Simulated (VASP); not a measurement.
Runs of VASP 6.6.1 on Bi. The structure is that of space group Fm-3m (No. 225), or close to it. The cells are those of the table. 

```tsv
task	cell	k mesh	gap on the mesh (eV)	pressure (GPa)	relaxed volume (Å³/atom)
single point	a = 3.530 Å, angles 60.0°, 1 atom	6 × 6 × 6	none	0.1	-
relaxation of cell and atoms	relaxed from a = 3.530 Å, angles 60.0°, 1 atom	14 × 14 × 14	none	0.0	31.37
relaxation of cell and atoms	relaxed from a = 3.709 Å, angles 60.0°, 1 atom	6 × 6 × 6	none	0.0	31.22
single point	a = 3.709 Å, angles 60.0°, 1 atom	6 × 6 × 6	none	(a)	-
single point	a = 3.541 Å, angles 60.0°, 1 atom	14 × 14 × 14	none	0.0	-
```

Alike in all rows: level r2SCAN; potentials or basis VASP PAW PBE potentials, release 64 (Bi_d); no spin polarisation; cutoff (eV) 550; smearing gaussian 0.1 eV.

Q: Estimate the missing entries.

A: (a) -6.0.

Caveats: some runs use coarse meshes; the PAW data sets were made with another functional, which shifts forces and pressure a little; spin-orbit coupling is left out, which moves the levels of the heavy elements.

A k mesh can miss the band edges, and the runs leave out spin-orbit coupling on Bi.

A gap of «none» marks levels without a gap at the run's occupations.
